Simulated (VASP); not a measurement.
# TiC in VASP: notebook, part 2 of 2

VASP 6.6.1. Earlier steps stand in the parts before.

### Step 4. Electric field gradients, PBE (zz strain of +1 %)

File INCAR:

```
SYSTEM = TiC
  ALGO = Normal
  EDIFF = 1E-8
  ENCUT = 520
  GGA = PE
  ISIF = 2
  ISMEAR = -1
  LASPH = .True.
  LCHARG = .False.
  LEFG = .True.
  LREAL = .False.
  LWAVE = .False.
  NBANDS = 15
  NELM = 60
  PREC = Accurate
  SIGMA = 0.03
```

File KPOINTS:

```
k-points
0
Gamma
  16 16 16
  0 0 0
```

File POSCAR:

```
TiC
1.0
    0.0000000000      2.1640000000      2.1856400000
    2.1640000000      0.0000000000      2.1856400000
    2.1640000000      2.1640000000      0.0000000000
Ti C
1 1
Direct
    0.0000000000      0.0000000000      0.0000000000
    0.5000000000      0.5000000000      0.5000000000
```

Potentials or basis: VASP PAW PBE potentials, release 64 (Ti_sv, C).

The run is started by

```sh
cat potpaw_PBE.64/Ti_sv/POTCAR potpaw_PBE.64/C/POTCAR > POTCAR
mpirun -np 1 vasp_std > vasp.out
```

OUTCAR:

```text
SYSTEM = TiC
   EDIFF = 1E-8
   ENCUT = 520
   GGA = PE
   ISIF = 2
   ISMEAR = -1
   LASPH = .True.
   LREAL = .False.
   NELM = 60
   PREC = Accurate

 ion  position               nearest neighbor table
   1  0.000  0.000  0.000-   2 2.16   2 2.16   2 2.16   2 2.16   2 2.19   2 2.19
   2  0.500  0.500  0.500-   1 2.16   1 2.16   1 2.16   1 2.16   1 2.19   1 2.19

  LATTYP: Found a body centered tetragonal cell.
 ALAT       =     3.0603581490
 C/A-ratio  =     1.4283556980

  Lattice vectors:

 A1 = (  -2.1640000000,   0.0000000000,   2.1856400000)
 A2 = (   2.1640000000,   0.0000000000,   2.1856400000)
 A3 = (   0.0000000000,   2.1640000000,  -2.1856400000)

Analysis of symmetry for initial positions (statically):
=====================================================================
 Subroutine PRICEL returns:
 Original cell was already a primitive cell.

 Routine SETGRP: Setting up the symmetry group for a
 body centered tetragonal supercell.

 Subroutine GETGRP returns: Found 16 space group operations
 (whereof 16 operations were pure point group operations)
 out of a pool of 16 trial point group operations.

The static configuration has the point symmetry D_4h.

Analysis of symmetry for dynamics (positions and initial velocities):
=====================================================================
 Subroutine PRICEL returns:
 Original cell was already a primitive cell.

 Routine SETGRP: Setting up the symmetry group for a
 body centered tetragonal supercell.

 Subroutine GETGRP returns: Found 16 space group operations
 (whereof 16 operations were pure point group operations)
[... 578 lines left out ...]
      7       9.2970      1.30357
      8       9.3010      1.24222
      9      10.1482      0.00000
     10      10.6699      0.00000
     11      11.5796      0.00000
     12      12.0830      0.00000
     13      13.0228      0.00000
     14      20.1155      0.00000
     15      23.3767      0.00000

 [... further k-points ...]

------------------------ aborting loop because EDIFF is reached ----------------------------------------

  FORCE on cell =-STRESS in cart. coord.  units (eV):
  Direction    XX          YY          ZZ          XY          YZ          ZX
  --------------------------------------------------------------------------------------
  -------------------------------------------------------------------------------------
  Total       -0.0213297     -0.0213297     -0.4727262      0.0000000      0.0000000      0.0000000
  in kB       -1.6694486     -1.6694486    -36.9996077      0.0000000      0.0000000      0.0000000
  external PRESSURE =     -13.4461683 kB  Pullay stress =       0.0000000 kB

 VOLUME and BASIS-vectors are now :
 -----------------------------------------------------------------------------
  energy-cutoff  :      520.00
  volume of cell :       20.47
      direct lattice vectors                 reciprocal lattice vectors
     0.000000000  2.164000000  2.185640000    -0.231053604  0.231053604  0.228765945
     2.164000000  0.000000000  2.185640000     0.231053604 -0.231053604  0.228765945
     2.164000000  2.164000000  0.000000000     0.231053604  0.231053604 -0.228765945

 POSITION                                       TOTAL-FORCE (eV/Angst)
 -----------------------------------------------------------------------------------
      0.00000      0.00000      0.00000         0.000000      0.000000     -0.000000
      2.16400      2.16400      2.18564        -0.000000     -0.000000      0.000000
 -----------------------------------------------------------------------------------
    total drift:                                0.000000     -0.000000     -0.000000

  FREE ENERGIE OF THE ION-ELECTRON SYSTEM (eV)
  ---------------------------------------------------
  free  energy   TOTEN  =       -18.7071371181 eV

  energy  without entropy=      -18.7058707445  energy(sigma->0) =      -18.70650393

 Electric field gradients (V/A^2)
---------------------------------------------------------------------
 ion       V_xx      V_yy      V_zz      V_xy      V_xz      V_yz
---------------------------------------------------------------------
   1      -3.877    -3.877     7.753     0.000     0.000     0.000
   2      -0.595    -0.595     1.189     0.000     0.000     0.000
---------------------------------------------------------------------

 Electric field gradients after diagonalization (V/A^2)
 (convention: |V_zz| > |V_xx| > |V_yy|)
----------------------------------------------------------------------
 ion       V_xx      V_yy      V_zz     asymmetry (V_yy - V_xx)/ V_zz
----------------------------------------------------------------------
   1      -3.877    -3.876     7.753       0.000
   2      -0.595    -0.595     1.189       0.000
----------------------------------------------------------------------

           NMR quadrupolar parameters

 Cq : quadrupolar parameter    Cq=e*Q*V_zz/h
 eta: asymmetry parameters     (V_yy - V_xx)/ V_zz
 Q  : nuclear electric quadrupole moment in mb (millibarn)
----------------------------------------------------------------------
 ion       Cq(MHz)       eta       Q (mb)
----------------------------------------------------------------------
   1       0.019       0.000       1.000
   2       0.003       0.000       1.000
----------------------------------------------------------------------
```

OSZICAR:

```text
N       E                     dE             d eps       ncg     rms          rms(c)
DAV:   1     0.116527587259E+03    0.11653E+03   -0.80709E+03 10492   0.128E+03
DAV:   2    -0.167445749281E+02   -0.13327E+03   -0.12486E+03 11282   0.333E+02
DAV:   3    -0.240995886501E+02   -0.73550E+01   -0.72394E+01 13596   0.771E+01
DAV:   4    -0.243347898447E+02   -0.23520E+00   -0.23502E+00 12975   0.128E+01
DAV:   5    -0.243405485285E+02   -0.57587E-02   -0.57563E-02 13732   0.179E+00    0.181E+01
DAV:   6    -0.193481746832E+02    0.49924E+01   -0.11886E+01 14945   0.562E+01    0.699E+00
DAV:   7    -0.187456858095E+02    0.60249E+00   -0.22152E+00 12265   0.210E+01    0.485E+00
DAV:   8    -0.187234867644E+02    0.22199E-01   -0.11020E-01 11910   0.333E+00    0.352E+00
DAV:   9    -0.187108493496E+02    0.12637E-01   -0.10516E-01 14284   0.461E+00    0.746E-01
DAV:  10    -0.187095596980E+02    0.12897E-02   -0.12594E-02 13921   0.138E+00    0.655E-01
DAV:  11    -0.187073990595E+02    0.21606E-02   -0.28364E-03 12032   0.759E-01    0.231E-01
DAV:  12    -0.187071521613E+02    0.24690E-03   -0.44661E-04 14652   0.322E-01    0.457E-02
DAV:  13    -0.187071366976E+02    0.15464E-04   -0.59474E-05 12397   0.857E-02    0.604E-03
DAV:  14    -0.187071373550E+02   -0.65735E-06   -0.25553E-06 11982   0.145E-02    0.354E-03
DAV:  15    -0.187071371675E+02    0.18752E-06   -0.59541E-07 12381   0.130E-02    0.300E-03
DAV:  16    -0.187071371216E+02    0.45843E-07   -0.69847E-08 12397   0.429E-03    0.491E-04
DAV:  17    -0.187071371181E+02    0.35550E-08   -0.46651E-09  7764   0.125E-03
   1 F= -.18707137E+02 E0= -.18706504E+02  d E =-.126637E-02
```

stdout:

```text
POSCAR found type information on POSCAR TiC
 POSCAR found :  2 types and       2 ions
 scaLAPACK will be used
 LDA part: xc-table for (Slater+PW92), standard interpolation
 POSCAR, INCAR and KPOINTS ok, starting setup
 FFT: planning ... GRIDC
 FFT: planning ... GRID_SOFT
 FFT: planning ... GRID
 WAVECAR not read
 entering main loop
ion   1

ion   2
```

Run time: 46 s. Hardware: 1 thread of Intel Xeon 6975P-C (Granite Rapids), shared host; peak memory 0.22 GiB.

What came out:

```
Free energy            : -18.7071 eV
Pressure               : -1.3 GPa
Band gap on the k mesh : zero (band 8 reaches 10.04 eV, above the bottom of band 9 at 8.89 eV)
```

Stress tensor (GPa, compression positive):
```
-0.17  0.00  0.00
 0.00 -0.17  0.00
 0.00  0.00 -3.70
```

Electric field gradients, principal values (V/Å²):
```csv
atom,least,middle,greatest (by size)
1 Ti,-3.876,-3.877,7.753
2 C,-0.595,-0.595,1.189
```

Caveat: the cell differs from its parent crystal (zz strain of +1 %); without QUAD_EFG the Cq values of the log hold for a quadrupole moment of 1 mb, not for the nuclei.
